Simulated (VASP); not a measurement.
# Sc (Im-3m) in VASP: single point with PBE

Aim: the single point of Sc with PBE.

Program: VASP 6.6.1. These are calculated values, not measurements. Logs are shortened: lines on timing, memory, paths and dates and some standing lists are left out, and cuts for length are marked.

## Step 1: The cell of the first run

The structure is cubic, space group Im-3m (No. 229). The conventional cell has a = 3.750 Å, b = 3.750 Å, c = 3.750 Å, α = 90.00°, β = 90.00°, γ = 90.00°. Within 4.3 Å of Sc (site symmetry m-3m) lie 14 Sc at 3.25 to 3.75 Å.

This isn't the form of Sc at room conditions, which is hcp.

## Step 2: Single point, PBE

Input file INCAR:

```
PREC = Accurate ; ENCUT = 520
EDIFF = 1E-6 ; ISMEAR = -1
SIGMA = 0.06122561905347299 ; LREAL = F
LASPH = T ; NELM = 100
ALGO = Normal ; ISIF = 2
LWAVE = F ; LCHARG = F
GGA = PE ; NBANDS = 12
```

Input file KPOINTS:

```
Automatic mesh
0
Gamma
  42 42 42
```

Input file POSCAR:

```
Sc
1.0
   -1.8752400427      1.8752400427      1.8752400427
    1.8752400427     -1.8752400427      1.8752400427
    1.8752400427      1.8752400427     -1.8752400427
Sc
1
Direct
    0.0000000000      0.0000000000      0.0000000000
```

Potentials or basis: VASP PAW PBE potentials, release 64 (Sc_sv).

Run with:

```
$ cat potpaw_PBE.64/Sc_sv/POTCAR > POTCAR
$ mpirun -np 1 vasp_std > vasp.out
```

OUTCAR:

```text
PREC = Accurate
   ENCUT = 520
   EDIFF = 1E-6
   ISMEAR = -1
   LREAL = F
   LASPH = T
   NELM = 100
   ISIF = 2
   GGA = PE

 ion  position               nearest neighbor table
   1  0.000  0.000  0.000-

  LATTYP: Found a body centered cubic cell.
 ALAT       =     3.7504800854

  Lattice vectors:

 A1 = (  -1.8752400427,   1.8752400427,   1.8752400427)
 A2 = (   1.8752400427,  -1.8752400427,   1.8752400427)
 A3 = (   1.8752400427,   1.8752400427,  -1.8752400427)

Analysis of symmetry for initial positions (statically):
=====================================================================
 Subroutine PRICEL returns:
 Original cell was already a primitive cell.

 Routine SETGRP: Setting up the symmetry group for a
 body centered cubic supercell.

 Subroutine GETGRP returns: Found 48 space group operations
 (whereof 48 operations were pure point group operations)
 out of a pool of 48 trial point group operations.

The static configuration has the point symmetry O_h .

Analysis of symmetry for dynamics (positions and initial velocities):
=====================================================================
 Subroutine PRICEL returns:
 Original cell was already a primitive cell.

 Routine SETGRP: Setting up the symmetry group for a
 body centered cubic supercell.

 Subroutine GETGRP returns: Found 48 space group operations
 (whereof 48 operations were pure point group operations)
 out of a pool of 48 trial point group operations.

The dynamic configuration has the point symmetry O_h .

 Subroutine INISYM returns: Found 48 space group operations
 (whereof 48 operations are pure point group operations),
 and found     1 'primitive' translations

----------------------------------------------------------------------------------------

                                     Primitive cell

  volume of cell :      26.3773

  direct lattice vectors                    reciprocal lattice vectors
    -1.875240043  1.875240043  1.875240043     0.000000000  0.266632532  0.266632532
     1.875240043 -1.875240043  1.875240043     0.266632532  0.000000000  0.266632532
     1.875240043  1.875240043 -1.875240043     0.266632532  0.266632532  0.000000000

  length of vectors
     3.248011030  3.248011030  3.248011030     0.377075342  0.377075342  0.377075342

  position of ions in fractional coordinates (direct lattice)
     0.000000000  0.000000000  0.000000000

  ion indices of the primitive-cell ions
   primitive index   ion index
                 1           1

----------------------------------------------------------------------------------------

 KPOINTS: Automatic mesh

Automatic generation of k-mesh.
 Grid dimensions read from file:
 generate k-points for:   42   42   42

 Generating k-lattice:

  Cartesian coordinates                     Fractional coordinates (reciprocal lattice)
     0.000000000  0.006348394  0.006348394     0.023809524  0.000000000  0.000000000
     0.006348394  0.000000000  0.006348394     0.000000000  0.023809524  0.000000000
     0.006348394  0.006348394  0.000000000     0.000000000  0.000000000  0.023809524

  Length of vectors
     0.008977984  0.008977984  0.008977984

  Shift w.r.t. Gamma in fractional coordinates (k-lattice)
     0.000000000  0.000000000  0.000000000

 Subroutine IBZKPT returns following result:
 ===========================================

 Found   1903 irreducible k-points:

 Following reciprocal coordinates:
            Coordinates               Weight
  0.000000  0.000000  0.000000      1.000000
  0.023810  0.000000  0.000000     12.000000
  0.047619  0.000000  0.000000     12.000000
  0.071429  0.000000  0.000000     12.000000
  0.095238  0.000000  0.000000     12.000000
  0.119048  0.000000  0.000000     12.000000
[... 16 lines left out ...]
  0.023810  0.023810  0.000000     24.000000
  0.047619  0.023810  0.000000     48.000000
 [... further k-points ...]
   k-points           NKPTS =   1903   k-points in BZ     NKDIM =   1903   number of bands    NBANDS=     12
   number of dos      NEDOS =    301   number of ions     NIONS =      1
   total plane-waves  NPLWV =  13824
   dimension x,y,z NGX =    24 NGY =   24 NGZ =   24
   dimension x,y,z NGXF=    48 NGYF=   48 NGZF=   48
   ions per type =               1
   NGX,Y,Z   is equivalent  to a cutoff of  12.28, 12.28, 12.28 a.u.
   NGXF,Y,Z  is equivalent  to a cutoff of  24.57, 24.57, 24.57 a.u.
 SYSTEM =  unknown system
   PREC   = accura    normal or accurate (medium, high low for compatibility)
   ISTART =      0    job   : 0-new  1-cont  2-samecut
   ICHARG =      2    charge: 1-file 2-atom 10-const
   ISPIN  =      1    spin polarized calculation?
   LNONCOLLINEAR =      F non collinear calculations
   LSORBIT =      F    spin-orbit coupling
   LASPH  =      T    aspherical Exc in radial PAW
   ENCUT  =  520.0 eV  38.22 Ry    6.18 a.u.   6.04  6.04  6.04*2*pi/ulx,y,z
   NELM   =    100;   NELMIN=  2; NELMDL= -5     # of ELM steps
   EDIFF  = 0.1E-05   stopping-criterion for ELM
   LREAL  =      F    real-space projection
[... 7 lines left out ...]
   TEBEG  =    0.0;   TEEND  =   0.0 temperature during run
   PSTRESS=    0.0 pullay stress
   NELECT =      11.0000    total number of electrons
   NUPDOWN=      -1.0000    fix difference up-down
   EMIN   =  10.00;   EMAX   =-10.00  energy-range for DOS
   EFERMI =   0.00;   METHOD = LEGACY
   ISMEAR =    -1;   SIGMA  =   0.06  broadening in eV -4-tet -1-fermi 0-gaus
   EFERMI_NEDOS =   21; number of points for ismear=-14 and -15
   IALGO  =     38    algorithm
   IMIX   =      4    mixing-type and parameters
     AMIX     =   0.40;   BMIX     =  1.00
     AMIX_MAG =   1.60;   BMIX_MAG =  1.00
  volume/ion in A,a.u.               =      26.38       178.00
  Fermi-wavevector in a.u.,A,eV,Ry     =   1.223101  2.311325 20.353978  1.495975
  Thomas-Fermi vector in A             =   2.358224
   LORBIT       =      0    0 simple, 1 ext, 2 COOP (PROOUT), +10 PAW based schemes
   GGA     = PE    functional components
   LHFCALC =     F    Hartree Fock is set to
   AEXX    =    0.0000 exact exchange contribution
   IVDW    =     0    specifies the selected vdW correction
   LEPSILON=     F    determine dielectric tensor
   LRPA    =     F    only Hartree local field effects (RPA)
 non-spin polarized calculation
  energy-cutoff  :      520.00
  volume of cell :       26.38
 maximum number of plane-waves:       726
   NGX = 13   NGY = 13   NGZ = 13

 number of electron      10.9999996 magnetization

 Free energy of the ion-electron system (eV)
  ---------------------------------------------------
  ext. energy  EPLUGINS =         0.00000000
  ---------------------------------------------------
  free energy    TOTEN  =        -6.14786532 eV

  energy without entropy =       -6.11435329  energy(sigma->0) =       -6.13110930

 E-fermi :   3.3934     XC(G=0):  -9.6160

 val. band max:        3.3930194364   @ k =   0.3810   0.1667   0.0714
 cond. band min:       3.3940799943   @ k =  -0.3333   0.3571   0.2381
 fundamental gap:      0.0010605578
 Fermi energy:         3.3933708239

 k-point     1 :       0.0000    0.0000    0.0000
  band No.  band energies     occupation
      1     -46.3734      2.00000
      2     -24.8144      2.00000
      3     -24.8144      2.00000
      4     -24.8144      2.00000
      5      -1.6983      2.00000
      6       4.7540      0.00000
      7       4.7540      0.00000
      8       4.7540      0.00000
      9       6.0458      0.00000
     10       6.0458      0.00000
     11      17.0718      0.00000
     12      17.0718      0.00000

 k-point     2 :       0.0238    0.0000    0.0000
  band No.  band energies     occupation
      1     -46.3731      2.00000
      2     -24.8162      2.00000
      3     -24.8150      2.00000
      4     -24.8144      2.00000
      5      -1.6839      2.00000
      6       4.7470      0.00000
      7       4.7518      0.00000
      8       4.7643      0.00000
      9       6.0373      0.00000
     10       6.0462      0.00000
     11      17.0428      0.00000
     12      17.0699      0.00000

 k-point     3 :       0.0476    0.0000    0.0000
  band No.  band energies     occupation
      1     -46.3723      2.00000
      2     -24.8215      2.00000
      3     -24.8167      2.00000
      4     -24.8144      2.00000
      5      -1.6409      2.00000
      6       4.7263      0.00000
      7       4.7446      0.00000
      8       4.7950      0.00000
      9       6.0128      0.00000
     10       6.0473      0.00000
     11      16.9538      0.00000
     12      17.0616      0.00000
[... 286 lines left out ...]
 k-point    23 :       0.0238    0.0238    0.0000
  band No.  band energies     occupation
      1     -46.3726      2.00000
      2     -24.8199      2.00000
      3     -24.8156      2.00000
      4     -24.8149      2.00000
      5      -1.6553      2.00000
      6       4.7369      0.00000
      7       4.7424      0.00000
      8       4.7858      0.00000
      9       6.0205      0.00000
     10       6.0471      0.00000
     11      16.9844      0.00000
     12      17.0665      0.00000

 k-point    24 :       0.0476    0.0238    0.0000
  band No.  band energies     occupation
      1     -46.3715      2.00000
      2     -24.8270      2.00000
      3     -24.8176      2.00000
      4     -24.8151      2.00000
      5      -1.5981      2.00000
      6       4.7108      0.00000
      7       4.7301      0.00000
      8       4.8273      0.00000
      9       5.9892      0.00000
     10       6.0494      0.00000
     11      16.8661      0.00000
     12      17.0435      0.00000

 [... further k-points ...]

------------------------ aborting loop because EDIFF is reached ----------------------------------------

  FORCE on cell =-STRESS in cart. coord.  units (eV):
  Direction    XX          YY          ZZ          XY          YZ          ZX
  --------------------------------------------------------------------------------------
  -------------------------------------------------------------------------------------
  Total       -0.4592566     -0.4592566     -0.4592566     -0.0000000      0.0000000      0.0000000
  in kB      -27.8955815    -27.8955815    -27.8955815     -0.0000000      0.0000000      0.0000000
  external PRESSURE =     -27.8955815 kB  Pullay stress =       0.0000000 kB

 VOLUME and BASIS-vectors are now :
 -----------------------------------------------------------------------------
  energy-cutoff  :      520.00
  volume of cell :       26.38
      direct lattice vectors                 reciprocal lattice vectors
    -1.875240043  1.875240043  1.875240043     0.000000000  0.266632532  0.266632532
     1.875240043 -1.875240043  1.875240043     0.266632532  0.000000000  0.266632532
     1.875240043  1.875240043 -1.875240043     0.266632532  0.266632532  0.000000000

 POSITION                                       TOTAL-FORCE (eV/Angst)
 -----------------------------------------------------------------------------------
      0.00000      0.00000      0.00000        -0.000000      0.000000     -0.000000
 -----------------------------------------------------------------------------------
    total drift:                               -0.000000      0.000000      0.000000

  FREE ENERGIE OF THE ION-ELECTRON SYSTEM (eV)
  ---------------------------------------------------
  free  energy   TOTEN  =        -6.1478653221 eV

  energy  without entropy=       -6.1143532877  energy(sigma->0) =       -6.13110930
```

It took 5.2 min on 1 thread of Intel Xeon Platinum 8259CL at 2.50GHz (Skylake/Cascade Lake), shared host; peak memory 0.63 GiB.

Results:

* Free energy: -6.1479 eV
* Pressure: -2.8 GPa
* Band gap on the k mesh: zero (an odd number of electrons rules out a gap without spin polarisation)

Levels at points of the mesh, in eV from the Fermi level:
```
           k point  band 2  band 3  band 4  band 5  band 6  band 7  band 8  band 9
(0.00, 0.00, 0.00)  -28.21  -28.21  -28.21   -5.09    1.36    1.36    1.36    2.65
(0.50, 0.00, 0.00)  -28.52  -28.31  -28.21   -1.68    0.29    0.33    2.61    2.92
(0.50, 0.50, 0.50)  -28.43  -28.43  -28.43   -1.08   -1.08    3.56    3.56    3.56
```
